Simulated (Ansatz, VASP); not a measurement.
# One calculation of EuS, two programs

```
CELL_PARAMETERS angstrom
0.00000 2.97850 2.97850
2.97850 0.00000 2.97850
2.97850 2.97850 0.00000
ATOMIC_POSITIONS crystal
Eu 0.00000 0.00000 0.00000
S 0.50000 0.50000 0.50000
```

Alike in both runs: task single point; functional PBE; k mesh 7 × 7 × 7; occupations fermi-dirac, width 0.15 eV; collinear spin.

|  | VASP | Ansatz |
| --- | --- | --- |
| version | VASP 6.6.1 | Ansatz 0.2.0 |
| potentials or method | VASP PAW PBE potentials, release 64 (Eu, S) | plane waves, PAW |
| plane-wave cutoff (eV) | 600 | 420 |
| valence electrons in the cell | 23 | 23 |

|  | VASP | Ansatz | Ansatz less VASP |
| --- | --- | --- | --- |
| gap on the k mesh at the Fermi level (eV) | none | none | - |
| net moment per atom (μB) | 3.47 | 3.47 | +0.003 |
| size of the moment on the site where the two differ most (μB) | 6.56 | 6.73 | +0.170 |

Site moments also hang on the region over which each program counts them. A gap of «none» marks a metal or a gap that the smearing closes.

Spin-orbit coupling is off throughout.
